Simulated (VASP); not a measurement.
## C: single point with PBE

The system is C.

```xyz
4
Lattice="2.5364 0.0000 0.0000 -1.2682 2.1966 0.0000 0.0000 0.0000 4.2218" Properties=species:S:1:pos:R:3 pbc="T T T"
C     0.0000    1.4644    0.0010
C     1.2682    0.7322    2.1119
C     0.0000    1.4644    1.5822
C     1.2682    0.7322    3.6931
```

This cell differs from its parent crystal: volume changed by +3%.

| Item | Value |
| --- | --- |
| Program | VASP 6.6.1 |
| Task | single point |
| Functional | PBE |
| Potentials or basis | VASP PAW PBE potentials, release 64 (C) |
| Cutoff | 520 eV |
| k mesh | 9 × 9 × 6 |
| Occupations | gaussian, width 0.01 eV |
| Spin | no spin polarisation |

```json
{"Pressure": "-11.6 GPa", "Largest force": "0.031 eV/Å", "Band gap on the k mesh": "3.44 eV, indirect (least direct gap 4.91 eV)"}
```

Forces on the atoms (eV/Å):
```
C    0.000  0.000 -0.031
C    0.000  0.000 -0.031
C    0.000  0.000  0.031
C    0.000  0.000  0.031
```

Stress tensor (GPa, compression positive):
```
-11.48   0.00   0.00
  0.00 -11.48   0.00
  0.00   0.00 -11.84
```

Levels at points of the mesh, in eV from the valence-band top:
```tsv
k point	band 6	band 7	band 8	band 9	band 10	band 11
(0.00, 0.00, 0.00)	-0.45	0.00	0.00	4.91	4.91	5.25
(0.00, 0.00, 0.50)	-1.78	-1.78	-1.78	7.12	7.12	7.12
```

It took 8 s on 1 thread of AMD EPYC 9R14 (Zen 4), with other jobs on the host, peak memory 0.1 GiB.

 A k mesh can miss the band edges.
